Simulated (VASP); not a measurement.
A run of VASP 6.6.1 is set up as follows.

INCAR

```
SYSTEM = Ir
ALGO = Normal
EDIFF = 1E-7
EDIFFG = -0.005
ENCUT = 600
GGA = PE
IBRION = 2
ISIF = 3
ISMEAR = 0
LASPH = .True.
LCHARG = .False.
LREAL = .False.
LWAVE = .False.
NELM = 60
NSW = 100
PREC = Accurate
SIGMA = 0.1
```

The input KPOINTS:

```
k-points
0
Gamma
  18 18 18
  0 0 0
```

POSCAR

```
Ir
1.0
    0.0000000000      1.9269646676      1.9269646676
    1.9269646676      0.0000000000      1.9269646676
    1.9269646676      1.9269646676      0.0000000000
Ir
1
Direct
    0.0000000000      0.0000000000      0.0000000000
```

Potentials or basis: VASP PAW PBE potentials, release 64 (Ir).

Launch:

```console
$ cat potpaw_PBE.64/Ir/POTCAR > POTCAR
$ mpirun -np 1 vasp_std > vasp.out
```

Predict the space group after relaxing (to 0.05 Å).

Fm-3m (No. 225).

Estimate the relaxed volume.

14.52 Å³/atom.

Predict the relaxed cell.

a = 2.738 Å, b = 2.738 Å, c = 2.738 Å, α = 60.00°, β = 60.00°, γ = 60.00°.

Final structure:
```xyz
1
Lattice="0.0000 1.9364 1.9364 1.9364 0.0000 1.9364 1.9364 1.9364 0.0000" Properties=species:S:1:pos:R:3 pbc="T T T"
Ir    0.0000    0.0000    0.0000
```
